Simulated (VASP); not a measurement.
The system is BP.

```
B P
1.0
     0.00000    2.20027    2.29611
     2.20027    0.00000    2.29611
     2.20027    2.20027    0.00000
B P
1 1
Cartesian
  0.0000 0.0000 0.0000
  1.1001 1.1001 1.1481
```

This cell differs from its parent crystal: epitaxial xy strain -3.0%.

Base run:

* Program: VASP 6.6.1
* Functional: PBE
* Potentials or basis: VASP PAW PBE potentials, release 64 (B, P)
* Cutoff: 520 eV
* k mesh: 6 × 6 × 6
* Occupations: gaussian, width 0.01 eV
* Spin: no spin polarisation

Its results: band gap on the k mesh 0.93 eV, indirect (least direct gap 3.26 eV); pressure 10.0 GPa.

Task: The run is repeated on the same cell with these changes: functional from PBE to r2SCAN; k mesh from 6 × 6 × 6 to 10 × 10 × 10. What comes out?

Result: Band gap on the k mesh 1.03 eV, indirect (least direct gap 3.49 eV); pressure 8.4 GPa.

Several settings changed at once, so the effect can't be laid on one alone.

Caveats: the PAW data sets were made with another functional, which shifts forces and pressure a little (some runs).

A k mesh can miss the band edges.
